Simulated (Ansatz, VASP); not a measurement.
TePb in VASP and in Ansatz

```xyz
2
Lattice="0.0000 3.1947 3.2270 3.1947 0.0000 3.2270 3.1947 3.1947 0.0000" Properties=species:S:1:pos:R:3 pbc="T T T"
Te    3.1947    3.1947    3.2270
Pb    0.0000    0.0000    0.0000
```

Change from the starting cell: equal xx and yy strain of -1 %.

Alike in both runs: task single point; functional PBEsol; k mesh 10 × 10 × 10; occupations fermi-dirac, width 0.03 eV; no spin polarisation.

|  | VASP | Ansatz |
| --- | --- | --- |
| version | VASP 6.6.1 | Ansatz 0.2.0 |
| potentials or method | VASP PAW PBE potentials, release 64 (Te, Pb_d), cutoff 520 eV | all-electron LAPW, scalar-relativistic |

|  | VASP | Ansatz | Ansatz less VASP |
| --- | --- | --- | --- |
| pressure (GPa) | 0.7 | 0.7 | +0.04 |
| traceless stress, the component that is largest in VASP (GPa) | -0.85 | -0.85 | +0.001 |

VASP's potentials were made for PBE, not for PBEsol. Ansatz ran all-electron here, and VASP with PAW potentials.

Neither program's run includes spin-orbit coupling.
